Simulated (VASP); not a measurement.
Crystal: P2Se2O.

```
CELL_PARAMETERS angstrom
4.71247 0.00000 0.00000
-2.35624 4.08112 0.00000
0.00000 0.00000 5.83576
ATOMIC_POSITIONS crystal
P 0.00000 0.00000 0.17415
P 0.00000 0.00000 0.82585
Se 0.33333 0.66667 0.00000
Se 0.66667 0.33333 0.00000
O 0.00000 0.00000 0.50000
```

The cell was built from a structure type or drawn by symmetry, and may not be a known phase.

* Program: VASP 6.6.1
* Task: relaxation of cell and atoms
* Functional: PBE
* Dispersion: D3(BJ)
* Potentials or basis: VASP PAW PBE potentials, release 64 (P, Se, O)
* Cutoff: 600 eV
* k mesh: 6 × 6 × 4
* Occupations: gaussian, width 0.1 eV
* Spin: no spin polarisation

At the start: pressure -0.9 GPa; volume 22.45 Å³/atom.

Where does the relaxation end?

Over 4 steps the energy falls by 198.7 meV/atom and the volume is 22.03 Å³/atom (-1.8 %); space group P6/mmm (No. 191, to 0.1 Å) before and after.

Step by step:
| step | energy change (eV) | largest force (eV/Å) | pressure (GPa) | volume (Å³) |
| --- | --- | --- | --- | --- |
| 1 | 0.0000 | 4.9077 | -0.92 | 112.23 |
| 2 | -0.9912 | 0.2316 | 0.27 | 110.10 |
| 3 | -0.9896 | 0.3324 | -0.48 | 110.27 |
| 4 | -0.9935 | 0.0138 | -0.08 | 110.17 |

Final structure:
```xyz
5
Lattice="4.7394 0.0000 0.0000 -2.3697 4.1045 0.0000 0.0000 0.0000 5.6636" Properties=species:S:1:pos:R:3 pbc="T T T"
P    -2.3697    4.1045    1.2079
P     0.0000    0.0000    4.4557
Se    0.0000    2.7363    0.0000
Se    2.3697    1.3682    0.0000
O    -2.3697    4.1045    2.8318
```
